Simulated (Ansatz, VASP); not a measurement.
# Pt in VASP and in Ansatz

```
CELL_PARAMETERS angstrom
2.62555 0.00000 0.00000
0.00000 2.62555 0.00000
0.00000 0.00000 2.62555
ATOMIC_POSITIONS crystal
Pt 0.00000 0.00000 0.00000
```

Alike in both runs: task single point; functional PBE; k mesh 13 × 13 × 13; occupations fermi-dirac, width 0.1 eV; no spin polarisation.

|  | VASP | Ansatz |
| --- | --- | --- |
| version | VASP 6.6.1 | Ansatz 0.2.0 |
| potentials or method | VASP PAW PBE potentials, release 64 (Pt), cutoff 520 eV | plane waves (420 eV) with PAW, scalar-relativistic |
| valence electrons in the cell | 10 | 18 |

```csv
,VASP,Ansatz,Ansatz less VASP
pressure (GPa),-0.6,-0.1,+0.44
```

VASP's potentials hold 10 valence electrons a cell and Ansatz's 18, so a difference there can come from the potentials and not from the codes.

Neither program's run includes spin-orbit coupling.
